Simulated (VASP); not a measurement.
# Al5Cu3 in VASP: notebook, part 2 of 2

VASP 6.6.1. The steps go on from the part before.

## (3) Single point, PBE

This run uses another cell than the first one, of 14.29 Å³/atom.

Input file INCAR:

```
SYSTEM = Al5Cu3
  ALGO = Fast
  EDIFF = 1E-6
  ENCUT = 520
  GGA = PE
  ISIF = 2
  ISMEAR = 0
  LASPH = .True.
  LCHARG = .True.
  LELF = .True.
  LREAL = .False.
  LVHAR = .True.
  LWAVE = .False.
  NBANDS = 34
  NELM = 100
  PREC = Accurate
  SIGMA = 0.2
```

Input file KPOINTS:

```
k-points
0
Gamma
  8 8 2
  0 0 0
```

Input file POSCAR:

```
Al5Cu3
1.0
    2.7690796441     -0.0002356251      0.0003215567
    0.0000961203      2.8116031020      0.0001922642
   -0.0003959357      0.0014444697     14.6852028606
Al Cu
5 3
Direct
    0.0004586423     -0.0000214576      0.8548812572
   -0.0000534781      0.0001136618      0.1450970835
   -0.0000211335     -0.0002504850      0.3811365413
    0.0004362384     -0.0001420440      0.6189176327
    0.4998514315      0.5007989709     -0.0000253012
    0.4991441055      0.5000809143      0.2630650855
    0.4998430391      0.4994333972      0.4999933323
    0.5003411548      0.4999870424      0.7369343687
```

Potentials or basis: VASP PAW PBE potentials, release 64 (Al, Cu).

On the command line:

```
$ cat potpaw_PBE.64/Al/POTCAR potpaw_PBE.64/Cu/POTCAR > POTCAR
$ mpirun -np 1 vasp_std > vasp.out
```

OUTCAR:

```text
SYSTEM = Al5Cu3
   EDIFF = 1E-6
   ENCUT = 520
   GGA = PE
   ISIF = 2
   ISMEAR = 0
   LASPH = .True.
   LREAL = .False.
   NELM = 100
   PREC = Accurate

 ion  position               nearest neighbor table
   1  0.000  1.000  0.855-   8 2.63   8 2.63   8 2.63   8 2.63   5 2.90   5 2.90   5 2.90   5 2.91

   2  1.000  0.000  0.145-   6 2.62   6 2.62   6 2.63   6 2.63   5 2.90   5 2.90   5 2.90   5 2.91

   3  1.000  1.000  0.381-   6 2.63   6 2.63   6 2.63   6 2.63   7 2.63   7 2.63   7 2.63   7 2.63
[... 7 lines left out ...]
   7  0.500  0.499  0.500-   4 2.63   3 2.63   3 2.63   3 2.63   3 2.63   4 2.63   4 2.64   4 2.64

   8  0.500  0.500  0.737-   1 2.63   1 2.63   1 2.63   4 2.63   4 2.63   1 2.63   4 2.63   4 2.63

  LATTYP: Found a triclinic cell.
 ALAT       =    14.9437524310
 B/A-ratio  =     0.1853001571
 C/A-ratio  =     0.1881457233
 COS(alpha) =     0.0000508965
 COS(beta)  =     0.0001732900
 COS(gamma) =     0.1852125455

  Lattice vectors:

 A1 = (   2.7694755798,  -0.0016800948, -14.6848813039)
 A2 = (   2.7690796441,  -0.0002356251,   0.0003215567)
 A3 = (  -0.0000961203,  -2.8116031020,  -0.0001922642)

Analysis of symmetry for initial positions (statically):
=====================================================================
 Subroutine PRICEL returns:
 Original cell was already a primitive cell.

 Routine SETGRP: Setting up the symmetry group for a
 triclinic supercell.

 Subroutine GETGRP returns: Found  1 space group operations
 (whereof  1 operations were pure point group operations)
 out of a pool of  2 trial point group operations.

The static configuration has the point symmetry C_1 .

Analysis of symmetry for dynamics (positions and initial velocities):
=====================================================================
 Subroutine PRICEL returns:
 Original cell was already a primitive cell.

 Routine SETGRP: Setting up the symmetry group for a
 triclinic supercell.

 Subroutine GETGRP returns: Found  1 space group operations
 (whereof  1 operations were pure point group operations)
 out of a pool of  2 trial point group operations.

The dynamic configuration has the point symmetry C_1 .

 Subroutine INISYM returns: Found  1 space group operations
 (whereof  1 operations are pure point group operations),
 and found     1 'primitive' translations

----------------------------------------------------------------------------------------

                                     Primitive cell

  volume of cell :     114.3324

  direct lattice vectors                    reciprocal lattice vectors
     2.769079644 -0.000235625  0.000321557     0.361130817 -0.000012347  0.000009738
     0.000096120  2.811603102  0.000192264     0.000030268  0.355668979 -0.000034984
    -0.000395936  0.001444470 14.685202861    -0.000007908 -0.000004656  0.068095757

  length of vectors
     2.769079673  2.811603110 14.685202937     0.361130817  0.355668982  0.068095757

  position of ions in fractional coordinates (direct lattice)
     0.000458642  0.999978542  0.854881257
     0.999946522  0.000113662  0.145097083
[... 48 lines left out ...]
  0.250000 -0.000000  0.000000      2.000000
  0.375000 -0.000000 -0.000000      2.000000
  0.500000 -0.000000  0.000000      1.000000
  0.000000  0.125000  0.000000      2.000000
[... 16 lines left out ...]
  0.125000  0.375000 -0.000000      2.000000
  0.250000  0.375000 -0.000000      2.000000
 [... further k-points ...]
   k-points           NKPTS =     68   k-points in BZ     NKDIM =     68   number of bands    NBANDS=     34
   number of dos      NEDOS =    301   number of ions     NIONS =      8
   total plane-waves  NPLWV =  64512
   dimension x,y,z NGX =    24 NGY =   24 NGZ =  112
   dimension x,y,z NGXF=    48 NGYF=   48 NGZF=  224
   ions per type =               5   3
   NGX,Y,Z   is equivalent  to a cutoff of  14.41, 14.19, 12.68 a.u.
   NGXF,Y,Z  is equivalent  to a cutoff of  28.82, 28.38, 25.36 a.u.
 SYSTEM =  Al5Cu3
   PREC   = accura    normal or accurate (medium, high low for compatibility)
   ISTART =      0    job   : 0-new  1-cont  2-samecut
   ICHARG =      2    charge: 1-file 2-atom 10-const
   ISPIN  =      1    spin polarized calculation?
   LNONCOLLINEAR =      F non collinear calculations
   LSORBIT =      F    spin-orbit coupling
   LASPH  =      T    aspherical Exc in radial PAW
   ENCUT  =  520.0 eV  38.22 Ry    6.18 a.u.   5.15  5.23 27.30*2*pi/ulx,y,z
   NELM   =    100;   NELMIN=  2; NELMDL= -5     # of ELM steps
   EDIFF  = 0.1E-05   stopping-criterion for ELM
   LREAL  =      F    real-space projection
   EDIFFG = 0.1E-04   stopping-criterion for IOM
   NSW    =      0    number of steps for IOM
   IBRION =     -1    ionic relax: 0-MD 1-quasi-New 2-CG
   NFREE  =      0    steps in history (QN), initial steepest desc. (CG)
   ISIF   =      2    stress and relaxation
   ISYM   =      2    0-nonsym 1-usesym 2-fastsym
   POTIM  = 0.5000    time-step for ionic-motion
   TEBEG  =    0.0;   TEEND  =   0.0 temperature during run
   PSTRESS=    0.0 pullay stress
   NELECT =      48.0000    total number of electrons
   NUPDOWN=      -1.0000    fix difference up-down
   EMIN   =  10.00;   EMAX   =-10.00  energy-range for DOS
   EFERMI =   0.00;   METHOD = LEGACY
   ISMEAR =     0;   SIGMA  =   0.20  broadening in eV -4-tet -1-fermi 0-gaus
   EFERMI_NEDOS =   21; number of points for ismear=-14 and -15
   IALGO  =     68    algorithm
   IMIX   =      4    mixing-type and parameters
     AMIX     =   0.40;   BMIX     =  1.00
     AMIX_MAG =   1.60;   BMIX_MAG =  1.00
  volume/ion in A,a.u.               =      14.29        96.44
  Fermi-wavevector in a.u.,A,eV,Ry     =   1.225835  2.316493 20.445095  1.502672
  Thomas-Fermi vector in A             =   2.360858
   LORBIT       =      0    0 simple, 1 ext, 2 COOP (PROOUT), +10 PAW based schemes
   GGA     = PE    functional components
   LHFCALC =     F    Hartree Fock is set to
   AEXX    =    0.0000 exact exchange contribution
   IVDW    =     0    specifies the selected vdW correction
   LEPSILON=     F    determine dielectric tensor
   LRPA    =     F    only Hartree local field effects (RPA)
 non-spin polarized calculation
 RMM-DIIS sequential band-by-band and
 Gauss-broadening in eV      SIGMA  =   0.20
  energy-cutoff  :      520.00
  volume of cell :      114.33
 maximum number of plane-waves:      3118
 NGX is ok and might be reduce to    24
   NGX = 11   NGY = 11   NGZ = 55

 number of electron      48.0000030 magnetization

 Free energy of the ion-electron system (eV)
  ---------------------------------------------------
  ext. energy  EPLUGINS =         0.00000000
  ---------------------------------------------------
  free energy    TOTEN  =       -30.91310443 eV

  energy without entropy =      -30.85795656  energy(sigma->0) =      -30.88553050

 E-fermi :   8.4666     XC(G=0): -11.0960

 val. band max:        8.4603938045   @ k =   0.1250   0.5000   0.5000
 cond. band min:       8.4875654411   @ k =   0.2500  -0.0000   0.5000
 fundamental gap:      0.0271716365
 Fermi energy:         8.4665544450

 k-point     1 :       0.0000    0.0000    0.0000
  band No.  band energies     occupation
      1      -2.6509      2.00000
      2      -1.9978      2.00000
      3      -1.9170      2.00000
      4      -0.1962      2.00000
      5       0.3851      2.00000
      6       2.9118      2.00000
[... 877 lines left out ...]
     33      12.5292      0.00000
     34      13.3252      0.00000

 [... further k-points ...]

------------------------ aborting loop because EDIFF is reached ----------------------------------------

  FORCE on cell =-STRESS in cart. coord.  units (eV):
  Direction    XX          YY          ZZ          XY          YZ          ZX
  --------------------------------------------------------------------------------------
  -------------------------------------------------------------------------------------
  Total       -0.0184711      0.1311126      0.2257503      0.0019639     -0.0062057     -0.0028774
  in kB       -0.2588412      1.8373238      3.1635116      0.0275208     -0.0869629     -0.0403221
  external PRESSURE =       1.5806647 kB  Pullay stress =       0.0000000 kB

 VOLUME and BASIS-vectors are now :
 -----------------------------------------------------------------------------
  energy-cutoff  :      520.00
  volume of cell :      114.33
      direct lattice vectors                 reciprocal lattice vectors
     2.769079644 -0.000235625  0.000321557     0.361130817 -0.000012347  0.000009738
     0.000096120  2.811603102  0.000192264     0.000030268  0.355668979 -0.000034984
    -0.000395936  0.001444470 14.685202861    -0.000007908 -0.000004656  0.068095757

 POSITION                                       TOTAL-FORCE (eV/Angst)
 -----------------------------------------------------------------------------------
      0.00103      2.81278     12.55430        -0.001835      0.001461      0.020985
      2.76887      0.00029      2.13110        -0.003600      0.001321     -0.020343
      2.76897      2.81121      5.59758        -0.004051      0.000153      0.000510
      0.00106      2.81210      9.08912        -0.003025     -0.001264     -0.005314
      1.38378      1.40937     14.68509         0.001421     -0.002034      0.000985
      1.38211      1.40629      3.86342         0.006702     -0.001577     -0.010085
      1.38396      1.40481      7.34276         0.003119      0.002593      0.002311
      1.38524      1.40671     10.82229         0.001268     -0.000652      0.010951
 -----------------------------------------------------------------------------------
    total drift:                                0.000054      0.000046      0.000039

  FREE ENERGIE OF THE ION-ELECTRON SYSTEM (eV)
  ---------------------------------------------------
  free  energy   TOTEN  =       -30.9131044303 eV

  energy  without entropy=      -30.8579565602  energy(sigma->0) =      -30.88553050
```

It took 3.5 min on 1 thread of Intel Xeon 6975P-C (Granite Rapids), shared host; peak memory 0.37 GiB.

What came out:

| Quantity | Value |
| --- | --- |
| Free energy | -30.9131 eV |
| Pressure | 0.2 GPa |
| Largest force | 0.021 eV/Å |
| Band gap on the k mesh | zero (bands 24 and 25 overlap by 4.59 eV) |

Forces on the atoms (eV/Å):
```
Al  -0.002  0.001  0.021
Al  -0.004  0.001 -0.020
Al  -0.004  0.000  0.001
Al  -0.003 -0.001 -0.005
Al   0.001 -0.002  0.001
Cu   0.007 -0.002 -0.010
Cu   0.003  0.003  0.002
Cu   0.001 -0.001  0.011
```

Stress tensor (GPa, compression positive):
```
-0.03  0.00  0.00
 0.00  0.18 -0.01
 0.00 -0.01  0.32
```

Levels at points of the mesh, in eV from the Fermi level:
```csv
k point,band 22,band 23,band 24,band 25,band 26,band 27,band 28,band 29
"(0.00, 0.00, 0.00)",-3.19,-0.84,1.45,6.36,6.38,6.42,6.47,6.96
"(0.50, 0.00, 0.00)",-2.51,-2.42,-1.86,-1.63,0.51,0.57,0.77,1.15
"(0.00, 0.50, 0.00)",-2.57,-2.50,-1.99,-1.77,0.37,0.42,0.62,1.00
"(0.50, 0.50, 0.00)",-0.47,-0.43,0.73,0.75,0.77,0.82,0.99,1.04
"(0.00, 0.00, 0.50)",-2.40,-1.87,2.43,4.44,6.36,6.52,6.61,7.10
"(0.50, 0.00, 0.50)",-2.82,-2.37,-1.62,-1.59,-0.34,-0.01,2.07,2.68
"(0.00, 0.50, 0.50)",-2.89,-2.45,-1.76,-1.73,-0.51,-0.15,1.94,2.55
"(0.50, 0.50, 0.50)",-0.43,-0.43,-0.42,-0.35,0.72,0.86,1.00,1.49
```
